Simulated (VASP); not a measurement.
ZnAu:

```
Au Zn
1.0
     3.12195    0.00000    0.00000
     0.00000    3.12195    0.00000
     0.00000    0.00000    3.12195
Au Zn
1 1
Direct
  0.00000 0.00000 0.00000
  0.50000 0.50000 0.50000
```

Base run:

| Item | Value |
| --- | --- |
| Program | VASP 6.6.1 |
| Functional | r2SCAN |
| Potentials or basis | VASP PAW PBE potentials, release 64 (Au, Zn) |
| Cutoff | 520 eV |
| k mesh | 6 × 6 × 6 |
| Occupations | fermi-dirac, width 0.1 eV |
| Spin | no spin polarisation |

Its results: pressure 4.2 GPa.

Task: The run is repeated on the same cell with these changes: occupations from fermi-dirac, width 0.1 eV to methfessel-paxton, width 0.01 eV; further incar settings from ALGO = Normal; EDIFF = 1e-06; NBANDS = 18 to ALGO = Normal; EDIFF = 1e-07; NBANDS = 18. What comes out?

Result: Pressure 3.5 GPa.

Caveats: the PAW data sets were made with another functional, which shifts forces and pressure a little.
